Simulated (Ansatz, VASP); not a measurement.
**Two plane-wave programs on Hf**

```
Hf
1.0
    -1.80500    1.80500    1.80500
     1.80500   -1.80500    1.80500
     1.80500    1.80500   -1.80500
Hf
1
Direct
  0.00000 0.00000 0.00000
```

Alike in both runs: functional r2SCAN; dispersion rVV10; k mesh 10 × 10 × 10; occupations fermi-dirac, width 0.01 eV; no spin polarisation.

|  | VASP | Ansatz |
| --- | --- | --- |
| version | VASP 6.6.1 | Ansatz 0.2.0 |
| potentials or method | VASP PAW PBE potentials, release 64 (Hf_pv) | Ansatz PAW |
| plane-wave cutoff (eV) | 550 | 500 |
| valence electrons in the cell | 10 | 26 |
| task | single point | density of states |

VASP gave:

| Quantity | Value |
| --- | --- |
| gap on the k mesh at the Fermi level (eV) | none |
| pressure (GPa) | -6.9 |

Task: Which values does Ansatz return?

Result: gap on the k mesh at the Fermi level (eV): none; pressure (GPa): -6.8.

VASP's potentials were made for PBE, not for r2SCAN. A gap of «none» marks a metal or a gap that the smearing closes. VASP's potentials hold 10 valence electrons a cell and Ansatz's 26, so a difference there can come from the potentials and not from the codes.

Spin-orbit coupling is off throughout.
